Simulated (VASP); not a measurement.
Here is a VASP 6.6.1 calculation.

The input INCAR:

```
SYSTEM = Ta
  PREC = Accurate
  ENCUT = 600
  EDIFF = 1E-6
  ISMEAR = -1
  SIGMA = 0.08
  LREAL = .False.
  LASPH = .True.
  NELM = 100
  ALGO = Normal
  ISIF = 3
  LWAVE = .False.
  LCHARG = .False.
  GGA = PE
  IBRION = 2
  NSW = 100
  EDIFFG = -0.005
```

Contents of KPOINTS:

```
regular mesh
0
Gamma
  16 16 16
  0 0 0
```

POSCAR

```
Ta
1.0
   -1.6304117210      1.6304117210      1.6304117210
    1.6304117210     -1.6304117210      1.6304117210
    1.6304117210      1.6304117210     -1.6304117210
Ta
1
Direct
    0.0000000000      0.0000000000      0.0000000000
```

Potentials or basis: VASP PAW PBE potentials, release 64 (Ta_pv).

Launch:

```bash
$ cat potpaw_PBE.64/Ta_pv/POTCAR > POTCAR
$ mpirun -np 1 vasp_std > vasp.out
```

Task: What does it give for the space group after relaxing (to 0.1 Å)?

Result: Im-3m (No. 229).

Task: Estimate the relaxed cell.

Result: a = 2.877 Å, b = 2.877 Å, c = 2.877 Å, α = 109.47°, β = 109.47°, γ = 109.47°.

Task: Predict the band gap on the k mesh.

Result: Zero (an odd number of electrons rules out a gap without spin polarisation).

Task: Estimate the relaxed volume.

Result: 18.33 Å³/atom.

Final structure:
```yaml
crystal:
  lattice:
    - [-1.66092, 1.66092, 1.66092]
    - [1.66092, -1.66092, 1.66092]
    - [1.66092, 1.66092, -1.66092]
  atoms:
    - { symbol: Ta, position: [0.00000, 0.00000, 0.00000] }
```

Caveat: spin-orbit coupling is left out, which moves the levels of the heavy elements.
